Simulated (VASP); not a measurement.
Here is a VASP 6.6.1 calculation.

The input INCAR:

```
ALGO     = Normal         # electronic algorithm
EDIFF    = 1E-6           # SCF threshold, eV
ENCUT    = 520            # plane-wave cutoff, eV
GGA      = PE             # functional
ISIF     = 2              # what is computed and relaxed
ISMEAR   = 0              # smearing method
LASPH    = T              # aspherical terms in the spheres
LCHARG   = T              # write CHGCAR
LELF     = T              # ELF
LREAL    = Auto         
LVHAR    = T            
LWAVE    = F              # write WAVECAR
NBANDS   = 40             # bands
NELM     = 60             # most SCF steps
PREC     = Accurate       # precision mode
SIGMA    = 0.05           # smearing width, eV
```

Contents of KPOINTS:

```
k-points
0
Gamma
  3 4 1
```

Contents of POSCAR:

```
LiAl16
1.0
    8.1000000000      0.0000000000      0.0000000000
    0.0000000000      5.7275650000      0.0000000000
    0.0000000000      0.0000000000     16.2956740000
Al Li
16 1
Direct
    0.2500000000      0.2499999564      0.0613659797
    0.7500000000      0.2499999564      0.0613659797
    0.2500000000      0.7500000436      0.0613659797
    0.7500000000      0.7500000436      0.0613659797
    0.0027914815      0.0005372266      0.1433435647
    0.5019355556      0.0005859384      0.1432553204
    0.0027918519      0.4994633845      0.1433433806
    0.5019350617      0.4994144981      0.1432554431
    0.2572265432      0.2499992580      0.2353867658
    0.7566195062      0.2500008293      0.2387651471
    0.2570879012      0.7500002182      0.2331424892
    0.7566607407      0.7500002182      0.2383726503
    0.0112253086      0.0023650539      0.3196986513
    0.5063303704      0.0027317019      0.3199803212
    0.0112262963      0.4976357318      0.3196986513
    0.5063293827      0.4972689092      0.3199806894
    0.2586624691      0.7500065036      0.4060371483
```

Potentials or basis: VASP PAW PBE potentials, release 64 (Al, Li_sv).

Run with:

```bash
$ cat potpaw_PBE.64/Al/POTCAR potpaw_PBE.64/Li_sv/POTCAR > POTCAR
$ mpirun -np 1 vasp_std > vasp.out
```

Q: What does it give for the largest force?

A: 0.104 eV/Å.

Q: Predict the band gap on the k mesh.

A: Zero (an odd number of electrons rules out a gap without spin polarisation).

Forces in eV/Å, atoms in the order of the input:
```
Al   0.010  0.000 -0.060
Al   0.007  0.000  0.087
Al   0.006  0.000 -0.104
Al   0.017  0.000  0.067
Al  -0.006 -0.005  0.008
Al  -0.005 -0.003  0.000
Al  -0.006  0.005  0.008
Al  -0.005  0.003  0.000
Al  -0.011  0.000  0.004
Al   0.005  0.000  0.011
Al  -0.011  0.000 -0.004
Al   0.010  0.000 -0.004
Al  -0.001  0.008  0.000
Al  -0.002  0.004 -0.003
Al  -0.001 -0.008  0.000
Al  -0.002 -0.004 -0.003
Li  -0.007  0.000 -0.008
```
